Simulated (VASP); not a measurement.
Ge2P, 3 atoms in the cell. Symmetry: P6/mmm, No. 191, hexagonal system. The conventional cell has a = 4.560 Å, b = 4.560 Å, c = 3.019 Å, α = 90.00°, β = 90.00°, γ = 120.00°. Within 3.5 Å of Ge (site symmetry -6m2) lie 5 Ge at 2.63 to 3.02 Å and 6 P at 3.03 Å. Within 4.0 Å of P (site symmetry 6/mmm) lie 2 P at 3.02 Å and 12 Ge at 3.03 Å. The cell was generated, and may not be a known phase.

- Program: VASP 6.6.1
- Task: relaxation of cell and atoms
- Functional: PBE
- Potentials or basis: VASP PAW PBE potentials, release 64 (Ge_d, P)
- Cutoff: 600 eV
- k mesh: 6 × 6 × 6
- Occupations: gaussian, width 0.1 eV
- Spin: no spin polarisation
- Dipole correction: no
- Further INCAR settings: ALGO = Normal; EDIFF = 1e-07; IBRION = 2; EDIFFG = -0.04; NSW = 90; ISIF = 3

Potentials or basis: VASP PAW PBE potentials, release 64 (Ge_d, P).

Run with:

```console
$ cat potpaw_PBE.64/Ge_d/POTCAR potpaw_PBE.64/P/POTCAR > POTCAR
$ mpirun -np 1 vasp_std > vasp.out
```

Hardware: 1 thread of Intel(R) Xeon(R) Platinum 8124M CPU @ 3.00GHz (Skylake/Cascade Lake) (shared host).

Q: Estimate the wall time of this run.

A: Wall time 50 s on 1 thread of Intel(R) Xeon(R) Platinum 8124M CPU @ 3.00GHz (Skylake/Cascade Lake), on a shared host, peak memory 0.19 GiB. Counts: scf iterations 29, k points 28, ion steps 3.
